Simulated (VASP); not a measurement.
A run of VASP 6.6.1 is set up as follows.

Contents of INCAR:

```
PREC = Accurate ; ENCUT = 600
EDIFF = 1E-6 ; ISMEAR = 0
SIGMA = 0.1 ; LREAL = F
LASPH = T ; NELM = 100
ALGO = Normal ; ISIF = 3
LWAVE = F ; LCHARG = F
GGA = PE ; IBRION = 2
NSW = 90 ; EDIFFG = -0.04
```

File KPOINTS:

```
regular mesh
0
Gamma
  4 4 4
```

File POSCAR:

```
CsSi2
1.0
    0.0000000000      3.3270009777      3.3270009777
    3.3270009777      0.0000000000      3.3270009777
    3.3270009777      3.3270009777      0.0000000000
Cs Si
1 2
Direct
    0.0000000000      0.0000000000      0.0000000000
    0.2500000000      0.2500000000      0.2500000000
    0.7500000000      0.7500000000      0.7500000000
```

Potentials or basis: VASP PAW PBE potentials, release 64 (Cs_sv, Si).

Run with:

```sh
$ cat potpaw_PBE.64/Cs_sv/POTCAR potpaw_PBE.64/Si/POTCAR > POTCAR
$ mpirun -np 1 vasp_std > vasp.out
```

(1) What does it give for the space group after relaxing (to 0.1 Å)?

(2) Estimate the relaxed volume.

(3) Estimate the relaxed cell.

(4) What does it give for the band gap on the k mesh?

Results:

(1) Fm-3m (No. 225).

(2) 35.55 Å³/atom.

(3) a = 5.323 Å, b = 5.323 Å, c = 5.323 Å, α = 60.00°, β = 60.00°, γ = 60.00°.

(4) zero (an odd number of electrons rules out a gap without spin polarisation).

Caveat: the k points lie up to 0.36 Å⁻¹ apart in the final cell, too coarse for converged energies and pressures of a metal; the volume moved by over 15 % at a fixed basis, so the end points are rough; spin-orbit coupling is left out, which moves the levels of the heavy elements; an odd number of electrons without spin polarisation forces a metal; a magnetic or distorted state may lie lower.
